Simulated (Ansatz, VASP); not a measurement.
**One calculation of La, two programs**

File INCAR:

```
PREC = Accurate
ENCUT = 520
EDIFF = 1E-7
ISMEAR = -1
SIGMA = 0.05
LREAL = False
LASPH = True
NELM = 100
ALGO = Normal
ISIF = 2
LWAVE = False
LCHARG = False
GGA = CA
NBANDS = 18
```

The input KPOINTS:

```
Automatic mesh
0
Gamma
  8 8 5
```

Contents of POSCAR:

```
La
1.0
    3.6993181115      0.0000000000      0.0000000000
   -1.8496590557      3.2037034612      0.0000000000
    0.0000000000      0.0000000000      5.9879629165
La
2
Direct
    0.6666666667      0.3333333333      0.7500000000
    0.3333333333      0.6666666667      0.2500000000
```

File input.yaml:

```yaml
crystal:
  lattice:
    - [3.6993181115, 0.0, 0.0]
    - [-1.8496590557, 3.2037034612, 0.0]
    - [0.0, 0.0, 5.9879629165]
  atoms:
    - { symbol: La, position: [0.6666666667, 0.3333333333, 0.75] }
    - { symbol: La, position: [0.3333333333, 0.6666666667, 0.25] }
kpoints:
  mp_grid: { grid: [8, 8, 5] }
scf:
  occupations: { method: fermi_dirac, width: 0.05 }
hamiltonian:
  xc: lda
  pseudopotentials: { kind: all_electron, lapw: { basis_error: 0.001 } }
output:
  forces: true
  stress: true
  eigenvalues: true
```

Change from the starting cell: volume scaled by 0.96.

Alike in both runs: task single point; functional LDA; k mesh 8 × 8 × 5; occupations fermi-dirac, width 0.05 eV; no spin polarisation.

```csv
,VASP,Ansatz
version,VASP 6.6.1,Ansatz 0.2.0
potentials or method,"VASP PAW LDA potentials, release 64 (La), cutoff 520 eV","all-electron LAPW, scalar-relativistic"
```

Ansatz gave:

* gap on the k mesh at the Fermi level (eV): none
* pressure (GPa): -1.9
* traceless stress, the component that is largest in VASP (GPa): -0.06

Problem. Estimate VASP's values.

Solution. gap on the k mesh at the Fermi level (eV): none; pressure (GPa): -2.0; traceless stress, the component that is largest in VASP (GPa): -0.06.

LDA's correlation is that of Perdew and Zunger in VASP and of Perdew and Wang (1992) in Ansatz. A gap of «none» marks a metal or a gap that the smearing closes. Ansatz ran all-electron here, and VASP with PAW potentials.

Neither program's run includes spin-orbit coupling.
